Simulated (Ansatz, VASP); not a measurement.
# One calculation of HfB10, two programs

INCAR

```
SYSTEM = HfB10
ALGO     = Normal         ! electronic algorithm
EDIFF    = 1E-6           ! SCF threshold, eV
EDIFFG   = -0.04          ! ionic threshold
ENCUT    = 600            ! plane-wave cutoff, eV
GGA      = PE             ! functional
IBRION   = 2              ! ionic algorithm
ISIF     = 3              ! what is computed and relaxed
ISMEAR   = 0              ! smearing method
LASPH    = .True.         ! aspherical terms in the spheres
LCHARG   = .False.        ! write CHGCAR
LREAL    = .False.        ! projectors in reciprocal space
LWAVE    = .False.        ! write WAVECAR
NELM     = 100            ! most SCF steps
NSW      = 90             ! ionic steps
PREC     = Accurate       ! precision mode
SIGMA    = 0.1            ! smearing width, eV
```

Contents of KPOINTS:

```
k-points
0
Gamma
  4 4 4
  0 0 0
```

File POSCAR:

```
HfB10
1.0
    4.6283186800      0.0000000000      0.0000000000
    0.0000000000      4.6283186800      0.0000000000
    0.0000000000      0.0000000000      4.0101521700
Hf B
1 10
Direct
    0.0000000000      0.0000000000      0.0000000000
    0.2394786600      0.0000000000      0.6763340100
    0.7605213400      0.0000000000      0.6763340100
    0.0000000000      0.2394786600      0.6763340100
    0.0000000000      0.7605213400      0.6763340100
    0.7605213400      0.0000000000      0.3236659900
    0.2394786600      0.0000000000      0.3236659900
    0.0000000000      0.2394786600      0.3236659900
    0.0000000000      0.7605213400      0.3236659900
    0.5000000000      0.5000000000      0.3272686600
    0.5000000000      0.5000000000      0.6727313400
```

Input for Ansatz:

```yaml
crystal:
  lattice:
    - [4.62831868, 0.0, 0.0]
    - [0.0, 4.62831868, 0.0]
    - [0.0, 0.0, 4.01015217]
  atoms:
    - { symbol: Hf, position: [0.0, 0.0, 0.0] }
    - { symbol: B, position: [0.23947866, 0.0, 0.67633401] }
    - { symbol: B, position: [0.76052134, 0.0, 0.67633401] }
    - { symbol: B, position: [0.0, 0.23947866, 0.67633401] }
    - { symbol: B, position: [0.0, 0.76052134, 0.67633401] }
    - { symbol: B, position: [0.76052134, 0.0, 0.32366599] }
    - { symbol: B, position: [0.23947866, 0.0, 0.32366599] }
    - { symbol: B, position: [0.0, 0.23947866, 0.32366599] }
    - { symbol: B, position: [0.0, 0.76052134, 0.32366599] }
    - { symbol: B, position: [0.5, 0.5, 0.32726866] }
    - { symbol: B, position: [0.5, 0.5, 0.67273134] }
basis:
  ecutwfc: 420
kpoints:
  mp_grid: { grid: [4, 4, 4] }
hamiltonian:
  xc: pbe
scf:
  occupations: { method: gaussian, width: 0.1 }
  lower_state_search: "off"
output:
  forces: true
  stress: true
  eigenvalues: true
relax:
  adjacent_minimum: "off"
  f_tol: 0.04
  max_steps: 70
  cell: { stress_tol: 0.4 }
```

Alike in both runs: task relaxation of cell and atoms; functional PBE; k mesh 4 × 4 × 4; occupations gaussian, width 0.1 eV; no spin polarisation.

|  | VASP | Ansatz |
| --- | --- | --- |
| version | VASP 6.6.1 | Ansatz 0.2.0 |
| potentials or method | VASP PAW PBE potentials, release 64 (Hf_pv, B), cutoff 600 eV | scalar-relativistic, plane waves, PAW |
| valence electrons in the cell | 40 | 56 |

Ansatz gave:

```
gap on the k mesh at the Fermi level, each at its own relaxed structure (eV) : none
relaxed volume (Å³/atom)                                                     : 9.54
relaxed cell length with the largest relative difference (Å)                 : 4.187
```

Q: Which values does VASP return?

A: gap on the k mesh at the Fermi level, each at its own relaxed structure (eV): none; relaxed volume (Å³/atom): 9.26; relaxed cell length with the largest relative difference (Å): 4.119.

A gap of «none» marks a metal or a gap that the smearing closes. VASP's potentials hold 40 valence electrons a cell and Ansatz's 56, so a difference there can come from the potentials and not from the codes.

The k mesh is coarse, so the values compare programs but aren't converged. Spin-orbit coupling is off throughout. Noted on VASP's run: the volume moved by over 15 % at a fixed basis, so the end points are rough.
